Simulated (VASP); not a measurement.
Runs of VASP 6.6.1 on Ni. The structure is that of space group Fm-3m (No. 225), or close to it. The cells are those of the table. 

```tsv
task	cell	gap on the mesh (eV)	pressure (GPa)	moment (μB)
electric field gradients	a = 2.517 Å, angles 60.0°, 1 atom	none	(a)	0.61
electric field gradients	a = 2.533 Å, angles 60.0°, 1 atom	none	-24.6	0.62
electric field gradients	a = 2.509 Å, angles 60.0°, 1 atom	none	-20.7	0.61
single point	a = 2.479 Å, angles 60.0°, 1 atom	none	-15.0	0.61
single point	a = 2.500 Å, angles 60.0°, 1 atom	none	-19.2	0.61
electric field gradients	a = 2.488, b = 2.488, c = 2.500 Å, angles 59.8, 59.8, 60.3°, 1 atom	none	(b)	0.61
single point	a = 2.541 Å, angles 60.0°, 1 atom	none	-25.6	0.62
```

Alike in all rows: level LDA; potentials or basis VASP PAW LDA potentials, release 64 (Ni); spin collinear, ferromagnetic start; k mesh 20 × 20 × 20; cutoff (eV) 520; smearing fermi-dirac 0.05 eV.

Q: Fill in the values left out.

A: (a) -22.1; (b) -17.7.

Caveats: the cell stands under tension.

A gap of «none» marks levels without a gap at the run's occupations.
